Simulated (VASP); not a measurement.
Here is a VASP 6.6.1 calculation.

The input INCAR:

```
PREC = Accurate ; ENCUT = 600
EDIFF = 1E-8 ; ISMEAR = 0
SIGMA = 0.01 ; LREAL = F
LASPH = T ; NELM = 120
ALGO = Normal ; ISIF = 2
LWAVE = F ; LCHARG = F
NBANDS = 19 ; IBRION = 8
NSW = 1 ; LEPSILON = T
GGA_COMPAT = F
```

File KPOINTS:

```
regular mesh
0
Gamma
  8 8 8
```

The input POSCAR:

```
BaF2
1.0
    0.0000000000      2.7492155746      2.7492155746
    2.7492155746      0.0000000000      2.7492155746
    2.7492155746      2.7492155746      0.0000000000
Ba F
1 2
Direct
    0.0000000000      0.0000000000      0.0000000000
    0.2500000000      0.2500000000      0.2500000000
    0.7500000000      0.7500000000      0.7500000000
```

Potentials or basis: VASP PAW LDA potentials, release 64 (Ba_sv, F).

Run with:

```bash
$ cat potpaw_LDA.64/Ba_sv/POTCAR potpaw_LDA.64/F/POTCAR > POTCAR
$ mpirun -np 1 vasp_std > vasp.out
```

(1) Predict the electronic dielectric tensor (diagonal).

(2) What does it give for the Born charges (mean of the diagonal)?

(3) Predict the highest phonon frequency at Γ, LO-TO splitting left out.

Results:

(1) 2.82.

(2) Ba +2.87; F -1.44 e.

(3) 427 cm⁻¹.

Caveat: the cell wasn't relaxed at this level first, which shifts response properties.
